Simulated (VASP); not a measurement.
# Ga in VASP: a series of runs

The runs below take Ga through single point, with PBEsol, PBE, HF, LDA.

All numbers are computed with VASP 6.6.1; they aren't measurements. Logs are shortened: lines on timing, memory, paths and dates and some standing lists are left out, and cuts for length are marked.

**1. The cell of the first run**

The structure is orthorhombic, space group Cmcm (No. 63). Conventional cell: a = 2.900 Å, b = 8.130 Å, c = 3.170 Å, α = 90.00°, β = 90.00°, γ = 90.00°. Within 3.5 Å of Ga (site symmetry m2m) lie 10 Ga at 2.68 to 3.17 Å.

**2. Single point, PBEsol**

The input, INCAR:

```
PREC     = Accurate       # precision mode
ENCUT    = 520            # plane-wave cutoff, eV
EDIFF    = 1E-6           # SCF threshold, eV
ISMEAR   = 0              # smearing method
SIGMA    = 0.1            # smearing width, eV
LREAL    = False          # projectors in reciprocal space
LASPH    = True           # aspherical terms in the spheres
NELM     = 100            # most SCF steps
ALGO     = Fast           # electronic algorithm
ISIF     = 2              # what is computed and relaxed
LWAVE    = False          # write WAVECAR
LCHARG   = True           # write CHGCAR
GGA      = PS             # functional
LELF     = True           # ELF
LVHAR    = True         
NBANDS   = 20             # bands
```

The input, KPOINTS:

```
Automatic mesh
0
Gamma
  10 10 8
```

The input, POSCAR:

```
Ga
1.0
    1.4500000000     -4.0650000000      0.0000000000
    1.4500000000      4.0650000000      0.0000000000
    0.0000000000      0.0000000000      3.1700000000
Ga
2
Direct
    0.1330000000      0.8670000000      0.7500000000
    0.8670000000      0.1330000000      0.2500000000
```

Potentials or basis: VASP PAW PBE potentials, release 64 (Ga_d).

Command:

```console
cat potpaw_PBE.64/Ga_d/POTCAR > POTCAR
mpirun -np 1 vasp_std > vasp.out
```

OUTCAR:

```text
PREC = Accurate
   ENCUT = 520
   EDIFF = 1E-6
   ISMEAR = 0
   LREAL = False
   LASPH = True
   NELM = 100
   ISIF = 2
   GGA = PS

 ion  position               nearest neighbor table
   1  0.133  0.867  0.750-   2 2.68   2 2.68   2 2.87   2 2.87   2 2.87   2 2.87
   2  0.867  0.133  0.250-   1 2.68   1 2.68   1 2.87   1 2.87   1 2.87   1 2.87

  LATTYP: Found a base centered orthorhombic cell.
 ALAT       =     2.9000000000
 B/A-ratio  =     2.8034482759
 C/A-ratio  =     1.0931034483

  Lattice vectors:

 A1 = (   1.4500000000,  -4.0650000000,   0.0000000000)
 A2 = (   1.4500000000,   4.0650000000,   0.0000000000)
 A3 = (   0.0000000000,   0.0000000000,   3.1700000000)

Analysis of symmetry for initial positions (statically):
=====================================================================
 Subroutine PRICEL returns:
 Original cell was already a primitive cell.

 Routine SETGRP: Setting up the symmetry group for a
 base centered orthorhombic supercell.

 Subroutine GETGRP returns: Found  8 space group operations
 (whereof  4 operations were pure point group operations)
 out of a pool of  8 trial point group operations.

The static configuration has the point symmetry C_2h.
 The point group associated with its full space group is D_2h.

Analysis of symmetry for dynamics (positions and initial velocities):
=====================================================================
 Subroutine PRICEL returns:
 Original cell was already a primitive cell.

 Routine SETGRP: Setting up the symmetry group for a
 base centered orthorhombic supercell.

 Subroutine GETGRP returns: Found  8 space group operations
 (whereof  4 operations were pure point group operations)
 out of a pool of  8 trial point group operations.

The dynamic configuration has the point symmetry C_2h.
 The point group associated with its full space group is D_2h.

 Subroutine INISYM returns: Found  8 space group operations
 (whereof  4 operations are pure point group operations),
 and found     1 'primitive' translations

----------------------------------------------------------------------------------------

                                     Primitive cell

  volume of cell :      37.3695

  direct lattice vectors                    reciprocal lattice vectors
     1.450000000 -4.065000000  0.000000000     0.344827586 -0.123001230  0.000000000
     1.450000000  4.065000000  0.000000000     0.344827586  0.123001230  0.000000000
     0.000000000  0.000000000  3.170000000     0.000000000  0.000000000  0.315457413

  length of vectors
     4.315868974  4.315868974  3.170000000     0.366108409  0.366108409  0.315457413

  position of ions in fractional coordinates (direct lattice)
     0.133000000  0.867000000  0.750000000
     0.867000000  0.133000000  0.250000000

  ion indices of the primitive-cell ions
   primitive index   ion index
                 1           1
                 2           2

----------------------------------------------------------------------------------------

 KPOINTS: Automatic mesh

Automatic generation of k-mesh.
 Grid dimensions read from file:
 generate k-points for:   10   10    8

 Generating k-lattice:

  Cartesian coordinates                     Fractional coordinates (reciprocal lattice)
     0.034482759 -0.012300123  0.000000000     0.100000000  0.000000000  0.000000000
     0.034482759  0.012300123  0.000000000     0.000000000  0.100000000  0.000000000
     0.000000000  0.000000000  0.039432177     0.000000000  0.000000000  0.125000000

  Length of vectors
     0.036610841  0.036610841  0.039432177

  Shift w.r.t. Gamma in fractional coordinates (k-lattice)
     0.000000000  0.000000000  0.000000000

 Subroutine IBZKPT returns following result:
 ===========================================

 Found    155 irreducible k-points:

 Following reciprocal coordinates:
            Coordinates               Weight
  0.000000  0.000000  0.000000      1.000000
  0.100000  0.000000  0.000000      4.000000
  0.200000  0.000000  0.000000      4.000000
  0.300000  0.000000  0.000000      4.000000
  0.400000 -0.000000  0.000000      4.000000
  0.500000  0.000000  0.000000      2.000000
[... 16 lines left out ...]
  0.300000  0.300000  0.000000      2.000000
  0.400000  0.300000  0.000000      4.000000
 [... further k-points ...]
   k-points           NKPTS =    155   k-points in BZ     NKDIM =    155   number of bands    NBANDS=     20
   number of dos      NEDOS =    301   number of ions     NIONS =      2
   total plane-waves  NPLWV =  24576
   dimension x,y,z NGX =    32 NGY =   32 NGZ =   24
   dimension x,y,z NGXF=    64 NGYF=   64 NGZF=   48
   ions per type =               2
   NGX,Y,Z   is equivalent  to a cutoff of  12.33, 12.33, 12.59 a.u.
   NGXF,Y,Z  is equivalent  to a cutoff of  24.65, 24.65, 25.17 a.u.
 SYSTEM =  unknown system
   PREC   = accura    normal or accurate (medium, high low for compatibility)
   ISTART =      0    job   : 0-new  1-cont  2-samecut
   ICHARG =      2    charge: 1-file 2-atom 10-const
   ISPIN  =      1    spin polarized calculation?
   LNONCOLLINEAR =      F non collinear calculations
   LSORBIT =      F    spin-orbit coupling
   LASPH  =      T    aspherical Exc in radial PAW
   ENCUT  =  520.0 eV  38.22 Ry    6.18 a.u.   8.02  8.02  5.89*2*pi/ulx,y,z
   NELM   =    100;   NELMIN=  2; NELMDL= -5     # of ELM steps
   EDIFF  = 0.1E-05   stopping-criterion for ELM
   LREAL  =      F    real-space projection
   EDIFFG = 0.1E-04   stopping-criterion for IOM
   NSW    =      0    number of steps for IOM
   IBRION =     -1    ionic relax: 0-MD 1-quasi-New 2-CG
   NFREE  =      0    steps in history (QN), initial steepest desc. (CG)
   ISIF   =      2    stress and relaxation
   ISYM   =      2    0-nonsym 1-usesym 2-fastsym
   POTIM  = 0.5000    time-step for ionic-motion
   TEBEG  =    0.0;   TEEND  =   0.0 temperature during run
   PSTRESS=    0.0 pullay stress
   NELECT =      26.0000    total number of electrons
   NUPDOWN=      -1.0000    fix difference up-down
   EMIN   =  10.00;   EMAX   =-10.00  energy-range for DOS
   EFERMI =   0.00;   METHOD = LEGACY
   ISMEAR =     0;   SIGMA  =   0.10  broadening in eV -4-tet -1-fermi 0-gaus
   EFERMI_NEDOS =   21; number of points for ismear=-14 and -15
   IALGO  =     68    algorithm
   IMIX   =      4    mixing-type and parameters
     AMIX     =   0.40;   BMIX     =  1.00
     AMIX_MAG =   1.60;   BMIX_MAG =  1.00
  volume/ion in A,a.u.               =      18.68       126.09
  Fermi-wavevector in a.u.,A,eV,Ry     =   1.450641  2.741314 28.631555  2.104360
  Thomas-Fermi vector in A             =   2.568230
   LORBIT       =      0    0 simple, 1 ext, 2 COOP (PROOUT), +10 PAW based schemes
   GGA     = PS    functional components
   LHFCALC =     F    Hartree Fock is set to
   AEXX    =    0.0000 exact exchange contribution
   IVDW    =     0    specifies the selected vdW correction
   LEPSILON=     F    determine dielectric tensor
   LRPA    =     F    only Hartree local field effects (RPA)
 non-spin polarized calculation
 RMM-DIIS sequential band-by-band and
 Gauss-broadening in eV      SIGMA  =   0.10
  energy-cutoff  :      520.00
  volume of cell :       37.37
 maximum number of plane-waves:      1024
   NGX = 17   NGY = 17   NGZ = 11

 number of electron      26.0000003 magnetization

 Free energy of the ion-electron system (eV)
  ---------------------------------------------------
  ext. energy  EPLUGINS =         0.00000000
  ---------------------------------------------------
  free energy    TOTEN  =        -6.68013773 eV

  energy without entropy =       -6.67871319  energy(sigma->0) =       -6.67942546

 E-fermi :   5.4386     XC(G=0): -11.1573

 val. band max:        5.3718929569   @ k =   0.5000   0.0000   0.3750
 cond. band min:       5.4747196145   @ k =  -0.1000   0.1000   0.0000
 fundamental gap:      0.1028266576
 Fermi energy:         5.4385742063

 k-point     1 :       0.0000    0.0000    0.0000
  band No.  band energies     occupation
      1      -9.6377      2.00000
      2      -9.6129      2.00000
      3      -9.5451      2.00000
      4      -9.5313      2.00000
      5      -9.3389      2.00000
      6      -9.3219      2.00000
[... 12 lines left out ...]
     19      16.7482      0.00000
     20      17.2192      0.00000

 k-point     2 :       0.1000    0.0000    0.0000
  band No.  band energies     occupation
      1      -9.6275      2.00000
      2      -9.6065      2.00000
      3      -9.5392      2.00000
      4      -9.4949      2.00000
      5      -9.3504      2.00000
      6      -9.3342      2.00000
[... 12 lines left out ...]
     19      17.4486      0.00000
     20      19.0052      0.00000

 k-point     3 :       0.2000    0.0000    0.0000
  band No.  band energies     occupation
      1      -9.6015      2.00000
      2      -9.5901      2.00000
      3      -9.5096      2.00000
      4      -9.4369      2.00000
      5      -9.3679      2.00000
      6      -9.3655      2.00000
[... 12 lines left out ...]
     19      17.8124      0.00000
     20      21.5465      0.00000

 k-point     4 :       0.3000    0.0000    0.0000
  band No.  band energies     occupation
      1      -9.5714      2.00000
      2      -9.5710      2.00000
      3      -9.4834      2.00000
      4      -9.4563      2.00000
      5      -9.4119      2.00000
      6      -9.3218      2.00000
[... 12 lines left out ...]
     19      17.8568      0.00000
     20      19.5510      0.00000

 k-point     5 :       0.4000   -0.0000    0.0000
  band No.  band energies     occupation
      1      -9.5590      2.00000
      2      -9.5562      2.00000
      3      -9.4851      2.00000
      4      -9.4667      2.00000
      5      -9.4502      2.00000
      6      -9.3293      2.00000
[... 12 lines left out ...]
     19      16.3050      0.00000
     20      18.6182      0.00000

 k-point     6 :       0.5000    0.0000    0.0000
  band No.  band energies     occupation
      1      -9.5631      2.00000
      2      -9.5502      2.00000
      3      -9.4777      2.00000
      4      -9.4724      2.00000
      5      -9.4660      2.00000
      6      -9.3373      2.00000
[... 12 lines left out ...]
     19      16.5765      0.00000
     20      17.1089      0.00000

 k-point     7 :       0.1000    0.1000    0.0000
  band No.  band energies     occupation
      1      -9.6083      2.00000
      2      -9.5992      2.00000
      3      -9.4922      2.00000
      4      -9.4473      2.00000
      5      -9.3569      2.00000
      6      -9.3500      2.00000
[... 12 lines left out ...]
     19      18.2567      0.00000
     20      20.7361      0.00000
[... 277 lines left out ...]
 k-point    20 :      -0.4000    0.2000    0.0000
  band No.  band energies     occupation
      1      -9.5764      2.00000
      2      -9.5344      2.00000
      3      -9.5274      2.00000
      4      -9.4458      2.00000
      5      -9.3961      2.00000
      6      -9.3696      2.00000
[... 12 lines left out ...]
     19      15.8632      0.00000
     20      19.0568      0.00000

 k-point    21 :      -0.3000    0.2000    0.0000
  band No.  band energies     occupation
      1      -9.6173      2.00000
      2      -9.5662      2.00000
      3      -9.5486      2.00000
      4      -9.4299      2.00000
      5      -9.4071      2.00000
      6      -9.3617      2.00000
[... 12 lines left out ...]
     19      15.9835      0.00000
     20      17.7358      0.00000

 k-point    22 :      -0.2000    0.2000    0.0000
  band No.  band energies     occupation
      1      -9.6293      2.00000
      2      -9.5853      2.00000
      3      -9.5717      2.00000
      4      -9.4627      2.00000
      5      -9.3893      2.00000
      6      -9.3429      2.00000
[... 12 lines left out ...]
     19      16.0544      0.00000
     20      16.0918      0.00000

 k-point    23 :       0.3000    0.3000    0.0000
  band No.  band energies     occupation
      1      -9.5648      2.00000
      2      -9.5473      2.00000
      3      -9.5000      2.00000
      4      -9.4029      2.00000
      5      -9.3926      2.00000
      6      -9.3618      2.00000
[... 12 lines left out ...]
     19      15.8937      0.00000
     20      17.6539      0.00000

 k-point    24 :       0.4000    0.3000    0.0000
  band No.  band energies     occupation
      1      -9.5595      2.00000
      2      -9.5178      2.00000
      3      -9.4862      2.00000
      4      -9.4483      2.00000
      5      -9.3917      2.00000
      6      -9.3846      2.00000
[... 12 lines left out ...]
     19      15.3061      0.00000
     20      17.0294      0.00000

 [... further k-points ...]

------------------------ aborting loop because EDIFF is reached ----------------------------------------

  FORCE on cell =-STRESS in cart. coord.  units (eV):
  Direction    XX          YY          ZZ          XY          YZ          ZX
  --------------------------------------------------------------------------------------
  -------------------------------------------------------------------------------------
  Total       -0.8733844     -0.4230815     -0.1755020      0.0000000      0.0000000      0.0000000
  in kB      -37.4453747    -18.1391440     -7.5244520      0.0000000      0.0000000      0.0000000
  external PRESSURE =     -21.0363236 kB  Pullay stress =       0.0000000 kB

 VOLUME and BASIS-vectors are now :
 -----------------------------------------------------------------------------
  energy-cutoff  :      520.00
  volume of cell :       37.37
      direct lattice vectors                 reciprocal lattice vectors
     1.450000000 -4.065000000  0.000000000     0.344827586 -0.123001230  0.000000000
     1.450000000  4.065000000  0.000000000     0.344827586  0.123001230  0.000000000
     0.000000000  0.000000000  3.170000000     0.000000000  0.000000000  0.315457413

 POSITION                                       TOTAL-FORCE (eV/Angst)
 -----------------------------------------------------------------------------------
      1.45000      2.98371      2.37750         0.000000     -0.211461      0.000000
      1.45000     -2.98371      0.79250         0.000000      0.211461     -0.000000
 -----------------------------------------------------------------------------------
    total drift:                                0.000000      0.000000     -0.000000

  FREE ENERGIE OF THE ION-ELECTRON SYSTEM (eV)
  ---------------------------------------------------
  free  energy   TOTEN  =        -6.6801377337 eV

  energy  without entropy=       -6.6787131896  energy(sigma->0) =       -6.67942546
```

It took 2.6 min on 1 thread of Intel Xeon 8259CL, shared host; peak memory 0.22 GiB.

Results:

* Free energy: -6.6801 eV
* Pressure: -2.1 GPa
* Largest force: 0.211 eV/Å
* Band gap on the k mesh: zero (bands 13 and 14 overlap by 9.37 eV)

Forces on the atoms (eV/Å):
```
Ga   0.000 -0.211  0.000
Ga   0.000  0.211  0.000
```

Stress tensor (GPa, compression positive):
```
-3.74  0.00  0.00
 0.00 -1.81  0.00
 0.00  0.00 -0.75
```

Caveat: the PAW data sets were made with another functional, which shifts forces and pressure a little.

**3. Single point, PBE**

The input, INCAR:

```
ALGO = Normal
EDIFF = 1E-6
ENCUT = 520
GGA = PE
ISIF = 2
ISMEAR = 0
LASPH = True
LCHARG = False
LREAL = False
LWAVE = False
NBANDS = 20
NELM = 100
PREC = Accurate
SIGMA = 0.05
```

The input, KPOINTS:

```
k-points
0
Gamma
  10 10 8
```

POSCAR is that of step 2.

Potentials or basis: VASP PAW PBE potentials, release 64 (Ga_d).

Command:

```console
cat potpaw_PBE.64/Ga_d/POTCAR > POTCAR
mpirun -np 1 vasp_std > vasp.out
```

Wall time 1.9 min (1 thread of Intel Xeon 8259CL, shared host); peak memory 0.23 GiB.

Results (log left out):

* Free energy: -5.7855 eV
* Pressure: 1.4 GPa
* Largest force: 0.215 eV/Å
* Band gap on the k mesh: zero (bands 13 and 14 overlap by 9.37 eV)

Forces on the atoms (eV/Å):
```
Ga   0.000 -0.215  0.000
Ga   0.000  0.215  0.000
```

Stress tensor (GPa, compression positive):
```
-0.44  0.00  0.00
 0.00  1.80  0.00
 0.00  0.00  2.85
```

Levels at points of the mesh, in eV from the Fermi level:
| k point | band 10 | band 11 | band 12 | band 13 | band 14 | band 15 | band 16 | band 17 |
| --- | --- | --- | --- | --- | --- | --- | --- | --- |
| (0.00, 0.00, 0.00) | -14.64 | -11.20 | -2.23 | -1.54 | 2.94 | 6.62 | 7.87 | 8.80 |
| (0.50, 0.00, 0.00) | -14.69 | -6.66 | -5.37 | -1.72 | -0.38 | 6.54 | 6.77 | 8.95 |
| (0.50, 0.50, 0.00) | -14.71 | -9.17 | -8.54 | 5.18 | 5.83 | 5.90 | 7.12 | 7.24 |
| (0.00, 0.00, 0.50) | -14.72 | -7.37 | -7.37 | 1.90 | 1.90 | 2.54 | 2.54 | 10.39 |
| (0.50, 0.00, 0.50) | -14.69 | -3.01 | -3.01 | -1.55 | -1.55 | 1.91 | 1.91 | 4.28 |
| (0.50, 0.50, 0.50) | -14.77 | -5.55 | -5.55 | -4.19 | -4.19 | 9.64 | 9.64 | 11.47 |

**4. Single point, HF**

This run uses another cell than the first one, of 20.72 Å³/atom.

The input, POSCAR:

```
Ga
1.0
    1.4594701327     -4.0976017918      0.0000000000
    1.4594701327      4.0976017918      0.0000000000
    0.0000000000      0.0000000000      3.4644236971
Ga
2
Direct
    0.1399059944      0.8600940056      0.7500000000
    0.8600940056      0.1399059944      0.2500000000
```

The input, INCAR.step1:

```
SYSTEM = Ga
  ALGO = Normal
  EDIFF = 1E-5
  ENCUT = 520
  GGA = PE
  ISIF = 2
  ISMEAR = -1
  LASPH = .TRUE.
  LREAL = .FALSE.
  LWAVE = .TRUE.
  NBANDS = 20
  NELM = 80
  PREC = Accurate
  SIGMA = 0.05
```

The input, INCAR.step2:

```
SYSTEM = Ga
  AEXX = 1.0
  AGGAC = 0.0
  ALDAC = 0.0
  ALGO = Normal
  EDIFF = 1E-6
  ENCUT = 520
  GGA = PE
  ISIF = 2
  ISMEAR = -1
  ISTART = 1
  LASPH = .TRUE.
  LCHARG = .TRUE.
  LELF = .TRUE.
  LHFCALC = .TRUE.
  LREAL = .FALSE.
  LVHAR = .TRUE.
  LWAVE = .FALSE.
  NBANDS = 20
  NELM = 80
  PREC = Accurate
  PRECFOCK = Normal
  SIGMA = 0.05
```

The input, KPOINTS:

```
k-points
0
G
  5 5 4
  0 0 0
```

Command:

```console
cat potpaw_PBE.64/Ga_d/POTCAR > POTCAR
cp INCAR.step1 INCAR
mpirun -np 1 vasp_std > vasp.out
cp INCAR.step2 INCAR
mpirun -np 1 vasp_std > vasp.out
```

Wall time 2.1 h (1 thread of Intel Xeon Platinum 8259CL at 2.50GHz (Skylake/Cascade Lake), shared host); peak memory 0.2 GiB.

It converged, with:

```yaml
Free_energy: -9.2157 eV
Pressure: -0.1 GPa
Band_gap_on_the_k_mesh: zero (bands 13 and 14 overlap by 12.35 eV)
```

Forces in eV/Å, atoms in the order of the input:
```
Ga   0.000  0.002  0.000
Ga   0.000 -0.002  0.000
```

Stress tensor (GPa, compression positive):
```
 0.07  0.00  0.00
 0.00 -0.65  0.00
 0.00  0.00  0.14
```

Levels at points of the mesh, in eV from the Fermi level:
```
           k point  band 11  band 12  band 13  band 14  band 15  band 16
(0.00, 0.00, 0.00)   -17.07    -3.41    -1.70     4.55     8.78    13.53
(0.00, 0.00, 0.50)   -12.32   -12.32     4.25     4.25     6.31     6.32
```

Caveat: the k points lie up to 0.46 Å⁻¹ apart, too coarse for converged energies and pressures of a metal; the PAW data sets were made with another functional, which shifts forces and pressure a little.

(Continued in part 2 of 2.)

The gap in the log of VASP goes by the Fermi energy; the results here count the filled bands.